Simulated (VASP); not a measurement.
Wanted: the native input for a VASP 6.6.1 run.

* Task: G0W0 quasiparticle levels
* Functional: PBE
* Potentials or basis: VASP PAW PBE potentials, release 64 (Ga_d_GW, N_GW)
* Cutoff: 500 eV
* k mesh: 2 × 2 × 2
* Occupations: gaussian, width 0.01 eV
* Spin: no spin polarisation
* Dipole correction: no
* GW scheme: G0W0
* GW iterations: 1
* Cutoff of the response function: 180
* Frequency points: 48
* Empty bands: 226
* Further INCAR settings: ALGO = EVGW0; EDIFF = 1e-08; NBANDS = 235

Crystal: GaN.

```
Ga N
1.0
     0.00000    2.26750    2.26750
     2.26750    0.00000    2.26750
     2.26750    2.26750    0.00000
Ga N
1 1
Direct
  0.00000 0.00000 0.00000
  0.25000 0.25000 0.25000
```

The input as run:

POSCAR

```
GaN
1.0
    0.0000000000      2.2675000000      2.2675000000
    2.2675000000      0.0000000000      2.2675000000
    2.2675000000      2.2675000000      0.0000000000
Ga N
1 1
Direct
    0.0000000000      0.0000000000      0.0000000000
    0.2500000000      0.2500000000      0.2500000000
```

INCAR.step1

```
  ALGO = Normal
  EDIFF = 1E-8
  ENCUT = 500
  GGA = PE
  ISMEAR = 0
  LASPH = True
  LCHARG = False
  LREAL = False
  LWAVE = True
  NELM = 80
  PREC = Accurate
  SIGMA = 0.01
```

INCAR.step2

```
  ALGO = Exact
  EDIFF = 1E-8
  ENCUT = 500
  GGA = PE
  ISMEAR = 0
  ISTART = 1
  LASPH = True
  LCHARG = False
  LOPTICS = True
  LREAL = False
  LWAVE = True
  NBANDS = 235
  NELM = 1
  PREC = Accurate
  SIGMA = 0.01
```

INCAR.step3

```
  ALGO = EVGW0
  EDIFF = 1E-8
  ENCUT = 500
  ENCUTGW = 180.0
  GGA = PE
  ISMEAR = 0
  ISTART = 1
  LASPH = True
  LCHARG = False
  LREAL = False
  LWAVE = False
  NBANDS = 235
  NBANDSGW = 17
  NELMGW = 1
  NOMEGA = 48
  PREC = Accurate
  PRECFOCK = Fast
  SIGMA = 0.01
```

KPOINTS

```
k-points
0
Gamma
  2 2 2
```

Potentials or basis: VASP PAW PBE potentials, release 64 (Ga_d_GW, N_GW).

Run with:

```sh
$ cat potpaw_PBE.64/Ga_d_GW/POTCAR potpaw_PBE.64/N_GW/POTCAR > POTCAR
$ cp INCAR.step1 INCAR
$ mpirun -np 1 vasp_std > vasp.out
$ cp INCAR.step2 INCAR
$ mpirun -np 1 vasp_std > vasp.out
$ cp INCAR.step3 INCAR
$ mpirun -np 1 vasp_std > vasp.out
```

Results of the run:

- Band gap on the k mesh, mean-field level: 1.36 eV, direct
- Quasiparticle gap: 2.09 eV
- Least direct quasiparticle gap: 2.09 eV

Caveat: the k points lie up to 1.20 Å⁻¹ apart; bands, screening cutoff and mesh are small and nothing is extrapolated, so the quasiparticle values aren't converged.

It took 17 s on 1 thread of Intel Xeon 6975P-C, with other jobs on the host, peak memory 0.18 GiB.
